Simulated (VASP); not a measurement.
# Os3Cl (Pm-3m) in VASP: a series of runs

The runs below take Os3Cl through single point, with PBE.

Program: VASP 6.6.1. These are calculated values, not measurements. Logs are shortened: lines on timing, memory, paths and dates and some standing lists are left out, and cuts for length are marked.

### 1 The cell of the first run

It takes space group Pm-3m (No. 221, cubic). Conventional cell: a = 3.905 Å, b = 3.905 Å, c = 3.905 Å, α = 90.00°, β = 90.00°, γ = 90.00°. Os (site symmetry 4/mmm) has 8 Os at 2.76 Å and 4 Cl at 2.76 Å within 3.6 Å. Within 3.6 Å of Cl (site symmetry m-3m) lie 12 Os at 2.76 Å.

### 2 Single point, PBE, collinear spin

INCAR reads:

```
SYSTEM = Os3Cl
PREC = Accurate
ENCUT = 520
EDIFF = 1E-6
ISMEAR = 0
SIGMA = 0.1
LREAL = .FALSE.
LASPH = .TRUE.
NELM = 150
ALGO = Normal
ISIF = 2
LWAVE = .FALSE.
LCHARG = .FALSE.
ISPIN = 2
MAGMOM = 0.16 0.16 0.16 0.05
LORBIT = 11
LMAXMIX = 4
GGA = PE
NBANDS = 28
```

KPOINTS reads:

```
Automatic mesh
0
G
  4 4 4
  0 0 0
```

POSCAR reads:

```
Os3Cl
1.0
    3.9049540319      0.0000000000      0.0000000000
    0.0000000000      3.9049540319      0.0000000000
    0.0000000000      0.0000000000      3.9049540319
Os Cl
3 1
Direct
    0.0000000000      0.5000000000      0.5000000000
    0.5000000000      0.0000000000      0.5000000000
    0.5000000000      0.5000000000      0.0000000000
    0.0000000000      0.0000000000      0.0000000000
```

Potentials or basis: VASP PAW PBE potentials, release 64 (Os, Cl).

On the command line:

```
$ cat potpaw_PBE.64/Os/POTCAR potpaw_PBE.64/Cl/POTCAR > POTCAR
$ mpirun -np 1 vasp_std > vasp.out
```

OUTCAR:

```text
SYSTEM = Os3Cl
   PREC = Accurate
   ENCUT = 520
   EDIFF = 1E-6
   ISMEAR = 0
   LREAL = .FALSE.
   LASPH = .TRUE.
   NELM = 150
   ISIF = 2
   ISPIN = 2
   LORBIT = 11
   GGA = PE

 ion  position               nearest neighbor table
   1  0.000  0.500  0.500-   2 2.76   3 2.76   4 2.76   3 2.76   4 2.76   2 2.76   4 2.76   4 2.76
                             2 2.76   3 2.76   3 2.76   2 2.76
   2  0.500  0.000  0.500-   1 2.76   3 2.76   4 2.76   3 2.76   4 2.76   1 2.76   3 2.76   3 2.76
                             1 2.76   4 2.76   4 2.76   1 2.76
   3  0.500  0.500  0.000-   1 2.76   2 2.76   4 2.76   1 2.76   2 2.76   2 2.76   4 2.76   2 2.76
                             1 2.76   4 2.76   1 2.76   4 2.76
   4  0.000  0.000  0.000-   1 2.76   2 2.76   3 2.76   1 2.76   2 2.76   1 2.76   3 2.76   1 2.76
                             2 2.76   3 2.76   2 2.76   3 2.76

  LATTYP: Found a simple cubic cell.
 ALAT       =     3.9049540319

  Lattice vectors:

 A1 = (   3.9049540319,   0.0000000000,   0.0000000000)
 A2 = (   0.0000000000,   3.9049540319,   0.0000000000)
 A3 = (   0.0000000000,   0.0000000000,   3.9049540319)

Analysis of symmetry for initial positions (statically):
=====================================================================
 Subroutine PRICEL returns:
 Original cell was already a primitive cell.

 Routine SETGRP: Setting up the symmetry group for a
 simple cubic supercell.

 Subroutine GETGRP returns: Found 48 space group operations
 (whereof 48 operations were pure point group operations)
 out of a pool of 48 trial point group operations.

The static configuration has the point symmetry O_h .

Analysis of symmetry for dynamics (positions and initial velocities):
=====================================================================
 Subroutine PRICEL returns:
 Original cell was already a primitive cell.

 Routine SETGRP: Setting up the symmetry group for a
 simple cubic supercell.

 Subroutine GETGRP returns: Found 48 space group operations
 (whereof 48 operations were pure point group operations)
 out of a pool of 48 trial point group operations.

The dynamic configuration has the point symmetry O_h .

Analysis of structural, dynamic, and magnetic symmetry:
=====================================================================
 Subroutine PRICEL returns:
 Original cell was already a primitive cell.

 Routine SETGRP: Setting up the symmetry group for a
 simple cubic supercell.

 Subroutine GETGRP returns: Found 48 space group operations
 (whereof 48 operations were pure point group operations)
 out of a pool of 48 trial point group operations.

The overall configuration has the point symmetry O_h .

 Subroutine INISYM returns: Found 48 space group operations
 (whereof 48 operations are pure point group operations),
 and found     1 'primitive' translations

----------------------------------------------------------------------------------------

                                     Primitive cell

  volume of cell :      59.5453

  direct lattice vectors                    reciprocal lattice vectors
     3.904954032  0.000000000  0.000000000     0.256084961  0.000000000  0.000000000
     0.000000000  3.904954032  0.000000000     0.000000000  0.256084961  0.000000000
     0.000000000  0.000000000  3.904954032     0.000000000  0.000000000  0.256084961

  length of vectors
     3.904954032  3.904954032  3.904954032     0.256084961  0.256084961  0.256084961

  position of ions in fractional coordinates (direct lattice)
     0.000000000  0.500000000  0.500000000
     0.500000000  0.000000000  0.500000000
     0.500000000  0.500000000  0.000000000
     0.000000000  0.000000000  0.000000000

  ion indices of the primitive-cell ions
   primitive index   ion index
                 1           1
                 2           2
                 3           3
                 4           4

----------------------------------------------------------------------------------------

 KPOINTS: Automatic mesh

Automatic generation of k-mesh.
 Grid dimensions read from file:
 generate k-points for:    4    4    4

 Generating k-lattice:

  Cartesian coordinates                     Fractional coordinates (reciprocal lattice)
     0.064021240  0.000000000  0.000000000     0.250000000  0.000000000  0.000000000
     0.000000000  0.064021240  0.000000000     0.000000000  0.250000000  0.000000000
     0.000000000  0.000000000  0.064021240     0.000000000  0.000000000  0.250000000

  Length of vectors
     0.064021240  0.064021240  0.064021240

  Shift w.r.t. Gamma in fractional coordinates (k-lattice)
     0.000000000  0.000000000  0.000000000

 Subroutine IBZKPT returns following result:
 ===========================================

 Found     10 irreducible k-points:

 Following reciprocal coordinates:
            Coordinates               Weight
  0.000000  0.000000  0.000000      1.000000
  0.250000  0.000000  0.000000      6.000000
  0.500000  0.000000  0.000000      3.000000
  0.250000  0.250000  0.000000     12.000000
  0.500000  0.250000  0.000000     12.000000
  0.500000  0.500000  0.000000      3.000000
  0.250000  0.250000  0.250000      8.000000
  0.500000  0.250000  0.250000     12.000000
  0.500000  0.500000  0.250000      6.000000
  0.500000  0.500000  0.500000      1.000000
   k-points           NKPTS =     10   k-points in BZ     NKDIM =     10   number of bands    NBANDS=     28
   number of dos      NEDOS =    301   number of ions     NIONS =      4
   total plane-waves  NPLWV =  27000
   dimension x,y,z NGX =    30 NGY =   30 NGZ =   30
   dimension x,y,z NGXF=    60 NGYF=   60 NGZF=   60
   ions per type =               3   1
   NGX,Y,Z   is equivalent  to a cutoff of  12.77, 12.77, 12.77 a.u.
   NGXF,Y,Z  is equivalent  to a cutoff of  25.54, 25.54, 25.54 a.u.
 SYSTEM =  Os3Cl
   PREC   = accura    normal or accurate (medium, high low for compatibility)
   ISTART =      0    job   : 0-new  1-cont  2-samecut
   ICHARG =      2    charge: 1-file 2-atom 10-const
   ISPIN  =      2    spin polarized calculation?
   LNONCOLLINEAR =      F non collinear calculations
   LSORBIT =      F    spin-orbit coupling
   LASPH  =      T    aspherical Exc in radial PAW
   ENCUT  =  520.0 eV  38.22 Ry    6.18 a.u.   7.26  7.26  7.26*2*pi/ulx,y,z
   NELM   =    150;   NELMIN=  2; NELMDL= -5     # of ELM steps
   EDIFF  = 0.1E-05   stopping-criterion for ELM
   LREAL  =      F    real-space projection
   EDIFFG = 0.1E-04   stopping-criterion for IOM
   NSW    =      0    number of steps for IOM
   IBRION =     -1    ionic relax: 0-MD 1-quasi-New 2-CG
   NFREE  =      0    steps in history (QN), initial steepest desc. (CG)
   ISIF   =      2    stress and relaxation
   ISYM   =      2    0-nonsym 1-usesym 2-fastsym
   POTIM  = 0.5000    time-step for ionic-motion
   TEBEG  =    0.0;   TEEND  =   0.0 temperature during run
   PSTRESS=    0.0 pullay stress
   NELECT =      31.0000    total number of electrons
   NUPDOWN=      -1.0000    fix difference up-down
   EMIN   =  10.00;   EMAX   =-10.00  energy-range for DOS
   EFERMI =   0.00;   METHOD = LEGACY
   ISMEAR =     0;   SIGMA  =   0.10  broadening in eV -4-tet -1-fermi 0-gaus
   EFERMI_NEDOS =   21; number of points for ismear=-14 and -15
   IALGO  =     38    algorithm
   IMIX   =      4    mixing-type and parameters
     AMIX     =   0.40;   BMIX     =  1.00
     AMIX_MAG =   1.60;   BMIX_MAG =  1.00
  volume/ion in A,a.u.               =      14.89       100.46
  Fermi-wavevector in a.u.,A,eV,Ry     =   1.316981  2.488733 23.598470  1.734439
  Thomas-Fermi vector in A             =   2.447054
   LORBIT       =     11    0 simple, 1 ext, 2 COOP (PROOUT), +10 PAW based schemes
   GGA     = PE    functional components
   LHFCALC =     F    Hartree Fock is set to
   AEXX    =    0.0000 exact exchange contribution
   IVDW    =     0    specifies the selected vdW correction
   LEPSILON=     F    determine dielectric tensor
   LRPA    =     F    only Hartree local field effects (RPA)
 spin polarized calculation
 Gauss-broadening in eV      SIGMA  =   0.10
  energy-cutoff  :      520.00
  volume of cell :       59.55
 maximum number of plane-waves:      1628
 NGX is ok and might be reduce to    30
   NGX = 15   NGY = 15   NGZ = 15

 number of electron      31.0000002 magnetization      -0.0074965

 number of electron      31.0000002 magnetization       0.0009804

 Free energy of the ion-electron system (eV)
  ---------------------------------------------------
  ext. energy  EPLUGINS =         0.00000000
  ---------------------------------------------------
  free energy    TOTEN  =       -28.38880683 eV

  energy without entropy =      -28.35350102  energy(sigma->0) =      -28.37115393

 E-fermi :   8.8164     XC(G=0): -13.1481

 val. band max:        8.8087983136   @ k =   0.2500   0.0000   0.0000
 cond. band min:       8.8841652343   @ k =   0.2500   0.2500   0.0000
 fundamental gap:      0.0753669207
 Fermi energy:         8.8163589580

 spin component 1

 k-point     1 :       0.0000    0.0000    0.0000
  band No.  band energies     occupation
      1     -10.1311      1.00000
      2       0.6039      1.00000
      3       2.2179      1.00000
      4       2.2179      1.00000
      5       2.2179      1.00000
      6       3.3307      1.00000
[... 19 lines left out ...]
     26      21.3174      0.00000
     27      21.3174      0.00000

 k-point     2 :       0.2500    0.0000    0.0000
  band No.  band energies     occupation
      1      -9.9455      1.00000
      2      -0.0691      1.00000
      3       1.5967      1.00000
      4       1.5967      1.00000
      5       1.7771      1.00000
      6       3.7481      1.00000
[... 229 lines left out ...]
     26      17.0114      0.00000
     27      20.5333      0.00000

 k-point    10 :       0.5000    0.5000    0.5000
  band No.  band energies     occupation
      1      -9.7075      1.00000
      2       1.3659      1.00000
      3       1.3659      1.00000
      4       1.3659      1.00000
      5       2.5670      1.00000
      6       2.5670      1.00000
[... 19 lines left out ...]
     26      15.1419      0.00000
     27      22.0184      0.00000
 Fermi energy:         8.8163589580

 spin component 2

 k-point     1 :       0.0000    0.0000    0.0000
  band No.  band energies     occupation
      1     -10.1310      1.00000
      2       0.6040      1.00000
      3       2.2180      1.00000
      4       2.2180      1.00000
      5       2.2180      1.00000
      6       3.3308      1.00000
[... 19 lines left out ...]
     26      21.3175      0.00000
     27      21.3175      0.00000

 k-point     2 :       0.2500    0.0000    0.0000
  band No.  band energies     occupation
      1      -9.9454      1.00000
      2      -0.0690      1.00000
      3       1.5968      1.00000
      4       1.5968      1.00000
      5       1.7773      1.00000
      6       3.7482      1.00000
[... 229 lines left out ...]
     26      17.0115      0.00000
     27      20.5334      0.00000

 k-point    10 :       0.5000    0.5000    0.5000
  band No.  band energies     occupation
      1      -9.7074      1.00000
      2       1.3659      1.00000
      3       1.3659      1.00000
      4       1.3659      1.00000
      5       2.5672      1.00000
      6       2.5672      1.00000
[... 19 lines left out ...]
     26      15.1420      0.00000
     27      22.0186      0.00000
 [bands above 27 left out]

------------------------ aborting loop because EDIFF is reached ----------------------------------------

  FORCE on cell =-STRESS in cart. coord.  units (eV):
  Direction    XX          YY          ZZ          XY          YZ          ZX
  --------------------------------------------------------------------------------------
  -------------------------------------------------------------------------------------
  Total        0.2018083      0.2018083      0.2018083      0.0000000      0.0000000      0.0000000
  in kB        5.4300252      5.4300252      5.4300252      0.0000000      0.0000000      0.0000000
  external PRESSURE =       5.4300252 kB  Pullay stress =       0.0000000 kB

 VOLUME and BASIS-vectors are now :
 -----------------------------------------------------------------------------
  energy-cutoff  :      520.00
  volume of cell :       59.55
      direct lattice vectors                 reciprocal lattice vectors
     3.904954032  0.000000000  0.000000000     0.256084961  0.000000000  0.000000000
     0.000000000  3.904954032  0.000000000     0.000000000  0.256084961  0.000000000
     0.000000000  0.000000000  3.904954032     0.000000000  0.000000000  0.256084961

 POSITION                                       TOTAL-FORCE (eV/Angst)
 -----------------------------------------------------------------------------------
      0.00000      1.95248      1.95248         0.000000      0.000000      0.000000
      1.95248      0.00000      1.95248         0.000000      0.000000      0.000000
      1.95248      1.95248      0.00000         0.000000      0.000000      0.000000
      0.00000      0.00000      0.00000         0.000000      0.000000      0.000000
 -----------------------------------------------------------------------------------
    total drift:                                0.000000      0.000000     -0.000000

  FREE ENERGIE OF THE ION-ELECTRON SYSTEM (eV)
  ---------------------------------------------------
  free  energy   TOTEN  =       -28.3888068320 eV

  energy  without entropy=      -28.3535010208  energy(sigma->0) =      -28.37115393

 total charge

# of ion       s       p       d       tot
------------------------------------------
    1        0.609   0.518   6.005   7.132
    2        0.609   0.518   6.005   7.132
    3        0.609   0.518   6.005   7.132
    4        1.701   3.096   0.000   4.797
--------------------------------------------------
tot          3.527   4.650  18.016  26.193

 magnetization (x)

# of ion       s       p       d       tot
------------------------------------------
    1        0.000   0.000   0.000   0.000
    2        0.000   0.000   0.000   0.000
    3        0.000   0.000   0.000   0.000
    4        0.000   0.000   0.000   0.000
--------------------------------------------------
tot          0.000   0.000   0.001   0.001
```

Run time: 34 s. Hardware: 1 thread of Intel Xeon Platinum 8488C (Sapphire Rapids), shared host; peak memory 0.19 GiB.

Results:

```yaml
Free_energy: -28.3888 eV
Pressure: 0.5 GPa
Net_moment: 0.00 μB per cell
Valence_electrons_inside_the_program's_atomic_spheres: Os 7.13; Cl 4.80
```

Levels at points of the mesh, in eV from the Fermi level:
Spin up:
```csv
k point,band 13,band 14,band 15,band 16,band 17,band 18,band 19,band 20
"(0.00, 0.00, 0.00)",-1.10,-1.10,0.89,0.89,2.29,2.94,2.94,2.94
"(0.50, 0.00, 0.00)",-1.71,-1.71,-1.41,-0.51,0.67,0.67,1.13,1.75
"(0.50, 0.50, 0.00)",-1.46,-1.36,-1.19,-0.09,0.19,0.76,0.76,0.82
"(0.50, 0.50, 0.50)",-1.35,-1.35,-0.23,-0.23,-0.22,2.32,2.32,2.32
```
Spin down:
| k point | band 14 | band 15 | band 16 | band 17 | band 18 | band 19 |
| --- | --- | --- | --- | --- | --- | --- |
| (0.00, 0.00, 0.00) | -1.10 | 0.89 | 0.89 | 2.29 | 2.94 | 2.94 |
| (0.50, 0.00, 0.00) | -1.71 | -1.41 | -0.51 | 0.68 | 0.68 | 1.13 |
| (0.50, 0.50, 0.00) | -1.36 | -1.19 | -0.09 | 0.19 | 0.76 | 0.76 |
| (0.50, 0.50, 0.50) | -1.35 | -0.23 | -0.23 | -0.22 | 2.32 | 2.32 |

Caveat: the k points lie up to 0.40 Å⁻¹ apart; spin-orbit coupling is left out, which moves the levels of the heavy elements.

(Part 1 of 2 ends here.)
